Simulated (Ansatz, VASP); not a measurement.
**One calculation of AlGaN2, two programs**

```xyz
4
Lattice="3.0732 0.0000 0.0000 0.0000 3.0732 0.0000 0.0000 0.0000 4.3247" Properties=species:S:1:pos:R:3 pbc="T T T"
Al    1.5366    1.5366    2.1624
Ga    0.0000    0.0000    0.0000
N     1.5366    0.0000    3.2003
N     0.0000    1.5366    1.1244
```

Alike in both runs: functional LDA; k mesh 8 × 8 × 6; occupations gaussian, width 0.05 eV; no spin polarisation.

Ansatz relaxed the structure, and its values are those at the end. VASP's run is a single point on that final structure, the one shown.

|  | VASP | Ansatz |
| --- | --- | --- |
| version | VASP 6.6.1 | Ansatz 0.2.0 |
| potentials or method | VASP PAW LDA potentials, release 64 (Al, Ga_d, N), cutoff 520 eV | scalar-relativistic, plane waves, PAW |
| valence electrons in the cell | 26 | 26 |

VASP gave:

```
gap on the k mesh at the Fermi level (eV) : 3.26
least direct gap on the mesh (eV)         : 3.37
pressure (GPa)                            : 10.2
rms of the force components (eV/Å)        : 0.017
```

**Question.** Estimate Ansatz's values.

**Answer.** gap on the k mesh at the Fermi level (eV): 3.27; least direct gap on the mesh (eV): 3.37; pressure (GPa): 9.2; rms of the force components (eV/Å): 0.003.

Ansatz warns that its potentials were made for another functional, while VASP's fit it. LDA's correlation is that of Perdew and Zunger in VASP and of Perdew and Wang (1992) in Ansatz. Ansatz's warnings: stress scf threshold loose.
